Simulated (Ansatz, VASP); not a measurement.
# TiO2: VASP beside Ansatz

```
CELL_PARAMETERS angstrom
4.66400 0.00000 0.00000
0.00000 4.66400 0.00000
0.00000 0.00000 2.96102
ATOMIC_POSITIONS crystal
Ti 0.50000 0.50000 0.00000
Ti 0.00000 0.00000 0.50000
O 0.69463 0.69463 0.50000
O 0.80537 0.19463 0.00000
O 0.19463 0.80537 0.00000
O 0.30537 0.30537 0.50000
```

Alike in both runs: task single point; functional PBE; k mesh 6 × 6 × 10; occupations gaussian, width 0.02 eV; no spin polarisation; Hubbard terms Ti d U = 4.0 eV.

|  | VASP | Ansatz |
| --- | --- | --- |
| version | VASP 6.6.1 | Ansatz 0.2.0 |
| potentials or method | VASP PAW PBE potentials, release 64 (Ti_sv, O), cutoff 520 eV | scalar-relativistic, plane waves, PAW |
| valence electrons in the cell | 48 | 48 |

Ansatz gave:

| Property | Result |
| --- | --- |
| gap on the k mesh at the Fermi level (eV) | 2.27 |
| least direct gap on the mesh (eV) | 2.32 |
| pressure (GPa) | 1.9 |
| traceless stress, the component that is largest in VASP (GPa) | 3.75 |
| rms of the force components (eV/Å) | 0.000 |

Question: Which values does VASP return?

Answer: gap on the k mesh at the Fermi level (eV): 2.32; least direct gap on the mesh (eV): 2.34; pressure (GPa): 6.0; traceless stress, the component that is largest in VASP (GPa): 4.38; rms of the force components (eV/Å): 0.083.

The programs project onto different local orbitals, so the same U acts differently, and such runs can settle in different states. Atom by atom the forces differ by 0.083 eV/Å (rms over components).
